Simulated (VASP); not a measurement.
# GaN (Fm-3m) in VASP: notebook, part 2 of 2

VASP 6.6.1. The steps go on from the part before.

## (3) G0W0 quasiparticle levels, PBE

POSCAR

```
GaN
1.0
    0.0000000000      2.1085152362      2.1085152362
    2.1085152362      0.0000000000      2.1085152362
    2.1085152362      2.1085152362      0.0000000000
Ga N
1 1
Direct
    0.0000000000      0.0000000000      0.0000000000
    0.5000000000      0.5000000000      0.5000000000
```

INCAR.step1

```
SYSTEM = GaN
PREC = Accurate
ENCUT = 500
EDIFF = 1E-8
ISMEAR = 0
SIGMA = 0.01
LREAL = .False.
LASPH = .True.
NELM = 100
ALGO = Normal
LWAVE = .True.
LCHARG = .False.
GGA = PE
```

INCAR.step2

```
SYSTEM = GaN
PREC = Accurate
ENCUT = 500
EDIFF = 1E-8
ISMEAR = 0
SIGMA = 0.01
LREAL = .False.
LASPH = .True.
NELM = 1
ALGO = Exact
LWAVE = .True.
LCHARG = .False.
GGA = PE
NBANDS = 79
LOPTICS = .True.
ISTART = 1
```

INCAR.step3

```
SYSTEM = GaN
PREC = Accurate
ENCUT = 500
EDIFF = 1E-8
ISMEAR = 0
SIGMA = 0.01
LREAL = .False.
LASPH = .True.
ALGO = EVGW0
LWAVE = .False.
LCHARG = .False.
GGA = PE
NELMGW = 1
NBANDS = 79
ENCUTGW = 140.0
NOMEGA = 96
PRECFOCK = Fast
ISTART = 1
NBANDSGW = 17
OMEGAMAX = 20
```

KPOINTS

```
regular mesh
0
Gamma
  6 6 6
  0 0 0
```

Potentials or basis: VASP PAW PBE potentials, release 64 (Ga_d_GW, N_GW).

Command:

```
cat potpaw_PBE.64/Ga_d_GW/POTCAR potpaw_PBE.64/N_GW/POTCAR > POTCAR
cp INCAR.step1 INCAR
mpirun -np 1 vasp_std > vasp.out
cp INCAR.step2 INCAR
mpirun -np 1 vasp_std > vasp.out
cp INCAR.step3 INCAR
mpirun -np 1 vasp_std > vasp.out
```

OUTCAR:

```text
SYSTEM = GaN
   PREC = Accurate
   ENCUT = 500
   EDIFF = 1E-8
   ISMEAR = 0
   LREAL = .False.
   LASPH = .True.
   GGA = PE
   NELMGW = 1
   ENCUTGW = 140.0
   PRECFOCK = Fast
   ISTART = 1

 ion  position               nearest neighbor table
   1  0.000  0.000  0.000-   2 2.11   2 2.11   2 2.11   2 2.11   2 2.11   2 2.11
   2  0.500  0.500  0.500-   1 2.11   1 2.11   1 2.11   1 2.11   1 2.11   1 2.11

  LATTYP: Found a face centered cubic cell.
 ALAT       =     4.2170304724

  Lattice vectors:

 A1 = (   0.0000000000,   2.1085152362,   2.1085152362)
 A2 = (   2.1085152362,   0.0000000000,   2.1085152362)
 A3 = (   2.1085152362,   2.1085152362,   0.0000000000)

Analysis of symmetry for initial positions (statically):
=====================================================================
 Subroutine PRICEL returns:
 Original cell was already a primitive cell.

 Routine SETGRP: Setting up the symmetry group for a
 face centered cubic supercell.

 Subroutine GETGRP returns: Found 48 space group operations
 (whereof 48 operations were pure point group operations)
 out of a pool of 48 trial point group operations.

The static configuration has the point symmetry O_h .

Analysis of symmetry for dynamics (positions and initial velocities):
=====================================================================
 Subroutine PRICEL returns:
 Original cell was already a primitive cell.

 Routine SETGRP: Setting up the symmetry group for a
 face centered cubic supercell.

 Subroutine GETGRP returns: Found 48 space group operations
 (whereof 48 operations were pure point group operations)
 out of a pool of 48 trial point group operations.

The dynamic configuration has the point symmetry O_h .

 Subroutine INISYM returns: Found 48 space group operations
 (whereof 48 operations are pure point group operations),
 and found     1 'primitive' translations

----------------------------------------------------------------------------------------

                                     Primitive cell

  volume of cell :      18.7482

  direct lattice vectors                    reciprocal lattice vectors
     0.000000000  2.108515236  2.108515236    -0.237133691  0.237133691  0.237133691
     2.108515236  0.000000000  2.108515236     0.237133691 -0.237133691  0.237133691
     2.108515236  2.108515236  0.000000000     0.237133691  0.237133691 -0.237133691

  length of vectors
     2.981890844  2.981890844  2.981890844     0.410727601  0.410727601  0.410727601

  position of ions in fractional coordinates (direct lattice)
     0.000000000  0.000000000  0.000000000
     0.500000000  0.500000000  0.500000000

  ion indices of the primitive-cell ions
   primitive index   ion index
                 1           1
                 2           2

----------------------------------------------------------------------------------------

 KPOINTS: regular mesh

Automatic generation of k-mesh.
 Grid dimensions read from file:
 generate k-points for:    6    6    6

 Generating k-lattice:

  Cartesian coordinates                     Fractional coordinates (reciprocal lattice)
    -0.039522282  0.039522282  0.039522282     0.166666667  0.000000000  0.000000000
     0.039522282 -0.039522282  0.039522282     0.000000000  0.166666667  0.000000000
     0.039522282  0.039522282 -0.039522282     0.000000000  0.000000000  0.166666667

  Length of vectors
     0.068454600  0.068454600  0.068454600

  Shift w.r.t. Gamma in fractional coordinates (k-lattice)
     0.000000000  0.000000000  0.000000000

 Subroutine IBZKPT returns following result:
 ===========================================

 Found     16 irreducible k-points:

 Following reciprocal coordinates:
            Coordinates               Weight
  0.000000  0.000000  0.000000      1.000000
  0.166667  0.000000  0.000000      8.000000
  0.333333  0.000000  0.000000      8.000000
  0.500000  0.000000  0.000000      4.000000
  0.166667  0.166667  0.000000      6.000000
  0.333333  0.166667  0.000000     24.000000
[... 8 lines left out ...]
 -0.333333  0.333333  0.166667     24.000000
 -0.333333  0.500000  0.166667     12.000000
   k-points           NKPTS =     16   k-points in BZ     NKDIM =    216   number of bands    NBANDS=     79
   number of dos      NEDOS =    301   number of ions     NIONS =      2
   total plane-waves  NPLWV =  13824
   dimension x,y,z NGX =    24 NGY =   24 NGZ =   24
   dimension x,y,z NGXF=    48 NGYF=   48 NGZF=   48
   ions per type =               1   1
   NGX,Y,Z   is equivalent  to a cutoff of  13.38, 13.38, 13.38 a.u.
   NGXF,Y,Z  is equivalent  to a cutoff of  26.76, 26.76, 26.76 a.u.
 SYSTEM =  GaN
   PREC   = accura    normal or accurate (medium, high low for compatibility)
   ISTART =      1    job   : 0-new  1-cont  2-samecut
   ICHARG =      0    charge: 1-file 2-atom 10-const
   ISPIN  =      1    spin polarized calculation?
   LNONCOLLINEAR =      F non collinear calculations
   LSORBIT =      F    spin-orbit coupling
   LASPH  =      T    aspherical Exc in radial PAW
   ENCUT  =  500.0 eV  36.75 Ry    6.06 a.u.   5.44  5.44  5.44*2*pi/ulx,y,z
   NELM   =     60;   NELMIN=  2; NELMDL=  0     # of ELM steps
   EDIFF  = 0.1E-07   stopping-criterion for ELM
   LREAL  =      F    real-space projection
   EDIFFG = 0.1E-06   stopping-criterion for IOM
   NSW    =      0    number of steps for IOM
   IBRION =     -1    ionic relax: 0-MD 1-quasi-New 2-CG
   NFREE  =      0    steps in history (QN), initial steepest desc. (CG)
   ISIF   =      0    stress and relaxation
   ISYM   =      3    0-nonsym 1-usesym 2-fastsym
   POTIM  = 0.5000    time-step for ionic-motion
   TEBEG  =    0.0;   TEEND  =   0.0 temperature during run
   PSTRESS=    0.0 pullay stress
   NELECT =      18.0000    total number of electrons
   NUPDOWN=      -1.0000    fix difference up-down
   EMIN   =  10.00;   EMAX   =-10.00  energy-range for DOS
   EFERMI =   0.00;   METHOD = LEGACY
   ISMEAR =     0;   SIGMA  =   0.01  broadening in eV -4-tet -1-fermi 0-gaus
   EFERMI_NEDOS =   21; number of points for ismear=-14 and -15
   IALGO  =     38    algorithm
   IMIX   =      4    mixing-type and parameters
     AMIX     =   0.40;   BMIX     =  1.00
     AMIX_MAG =   1.60;   BMIX_MAG =  1.00
  volume/ion in A,a.u.               =       9.37        63.26
  Fermi-wavevector in a.u.,A,eV,Ry     =   1.615024  3.051952 35.488101  2.608302
  Thomas-Fermi vector in A             =   2.709838
   LORBIT       =      0    0 simple, 1 ext, 2 COOP (PROOUT), +10 PAW based schemes
   GGA     = PE    functional components
   LHFCALC =     T    Hartree Fock is set to
   PRECFOCK=fast      Normal, Fast or Accurate (Low or Medium for compatibility)
   ENCUT4O =  -1.0   cutoff for four orbital integrals eV
   NKREDX  =     1    reduce k-point grid by
   NKREDY  =     1    reduce k-point grid by
   NKREDZ  =     1    reduce k-point grid by
   AEXX    =    1.0000 exact exchange contribution
   HFSCREEN=    0.0000 screening length (either q_TF or 0.3 A-1)
   HFSCREENC=   0.0000 screening length for correlation (either q_TF or 0.3 A-1)
   ENCUTFOCK=  -1.0 apply spherical cutoff to Coloumb kernel
   IVDW    =     0    specifies the selected vdW correction
   LEPSILON=     F    determine dielectric tensor
   LRPA    =     F    only Hartree local field effects (RPA)
   LRPAFORCE           =     F    calculate RPA forces
   ENCUTGW             = 140.0    cutoff for response function in eV
   ENCUTGWSOFT         = 112.0    soft cutoff for Coulomb kernel in GW response function in eV
   ENCUTLF             =  -1.0    cutoff for local field effects
   NELMGW              =     1    number of iterations in solving QP/BSE equation
   NELMHF              =     1    number of iterations in the inner HF iteration
   NKREDLFX            =     1    NKREDLFY  =   1   NKREDLFZ  =   1
 non-spin polarized calculation
 Gauss-broadening in eV      SIGMA  =   0.01
  energy-cutoff  :      500.00
  volume of cell :       18.75
 maximum number of plane-waves:       531
 NGX is ok and might be reduce to    24
  NGX = 14; NGY = 14; NGZ = 14
   NGX = 11   NGY = 11   NGZ = 11
 maximum number of plane-waves:        76
 NGX is ok and might be reduce to    14

 QP shifts <psi_nk| G(iteration)W_0 |psi_nk>: iteration 1
 for sc-GW calculations column KS-energies equals QP-energies in previous step
 and V_xc(KS)=  KS-energies - (<T + V_ion + V_H > + <T+V_H+V_ion>^1  + <V_x>^1)

 k-point   1 :       0.0000    0.0000    0.0000
  band No.  KS-energies  QP-energies   sigma(KS)   V_xc(KS)     V^pw_x(r,r')   Z            occupation Imag(sigma)

      1      -9.5991     -10.4180     -15.7458     -14.5440     -24.4163       0.6814       2.0000       1.2676
      2      -6.3010      -9.1821     -25.5749     -21.6471     -34.9896       0.7335       2.0000       0.1152
      3      -6.3010      -9.1821     -25.5749     -21.6471     -34.9896       0.7335       2.0000       0.1152
      4      -6.3010      -9.1821     -25.5749     -21.6471     -34.9896       0.7335       2.0000       0.1152
      5      -6.2045      -9.1319     -25.8446     -21.8491     -35.4640       0.7327       2.0000       0.1571
      6      -6.2045      -9.1319     -25.8446     -21.8491     -35.4640       0.7327       2.0000       0.1571
[... 9 lines left out ...]
     16      23.6770      24.3269     -11.8885     -12.7475      -4.5181       0.7565       0.0000      -0.4969
     17      23.8723      24.0192      -9.0937      -9.2806      -2.5749       0.7861       0.0000      -0.2603
[... 298 lines left out ...]
      1      -7.8105      -9.7377     -21.9100     -19.1321     -31.2659       0.6938       2.0000       0.5193
      2      -6.3983      -9.2453     -25.3195     -21.4323     -34.6899       0.7324       2.0000       0.1249
      3      -6.2217      -9.1155     -25.7362     -21.7824     -35.3657       0.7319       2.0000       0.1741
      4      -6.1689      -9.0491     -25.6386     -21.7169     -35.0582       0.7344       2.0000       0.1243
      5      -6.0147      -8.9382     -25.9473     -21.9817     -35.4201       0.7372       2.0000       0.1151
      6      -3.4235      -5.0447     -22.1424     -19.9360     -30.5425       0.7348       2.0000       0.4913
[... 9 lines left out ...]
     16      35.0623      36.0506     -13.2813     -14.4644      -5.9437       0.8354       0.0000      -1.4596
     17      36.9951      37.9800     -13.2738     -14.4664      -5.0693       0.8258       0.0000      -1.7962
```

Run time: 6.1 min. Hardware: 1 thread of Intel Xeon 6975P-C (Granite Rapids), shared host; peak memory 0.37 GiB.

Results:

* Quasiparticle gap: 1.51 eV
* Least direct quasiparticle gap: 3.85 eV
* Band gap of the starting levels on the mesh: 0.62 eV
* Least direct gap of the starting levels on the mesh: 2.83 eV

Caveat: the k points lie up to 0.43 Å⁻¹ apart; bands, screening cutoff and mesh are small and nothing is extrapolated, so the quasiparticle values aren't converged; the structure was generated, so it needn't be the stable form of GaN.
